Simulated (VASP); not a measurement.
# AlN (rocksalt type): single point with LDA

AlN (rocksalt type):

```
CELL_PARAMETERS angstrom
0.00000 2.00547 2.00547
2.00547 0.00000 2.00547
2.00547 2.00547 0.00000
ATOMIC_POSITIONS crystal
Al 0.00000 0.00000 0.00000
N 0.50000 0.50000 0.50000
```

- Program: VASP 6.6.1
- Task: single point
- Functional: LDA
- Potentials or basis: VASP PAW LDA potentials, release 64 (Al, N)
- Cutoff: 600 eV
- k mesh: 15 × 15 × 15
- Occupations: fermi-dirac, width 0.1 eV
- Spin: no spin polarisation

```yaml
Pressure: 0.5 GPa
Band_gap_on_the_k_mesh: 4.76 eV, indirect (least direct gap 6.12 eV)
```

Levels at points of the mesh, in eV from the valence-band top:
```csv
k point,band 2,band 3,band 4,band 5,band 6,band 7
"(0.00, 0.00, 0.00)",0.00,0.00,0.00,6.12,12.10,12.10
```

It took 5.8 s on 1 thread of Intel(R) Xeon(R) 6975P-C (Granite Rapids) (shared host), peak memory 0.14 GiB.

A k mesh can miss the band edges. A hybrid or GW would open this gap; LDA tends to underestimate it.
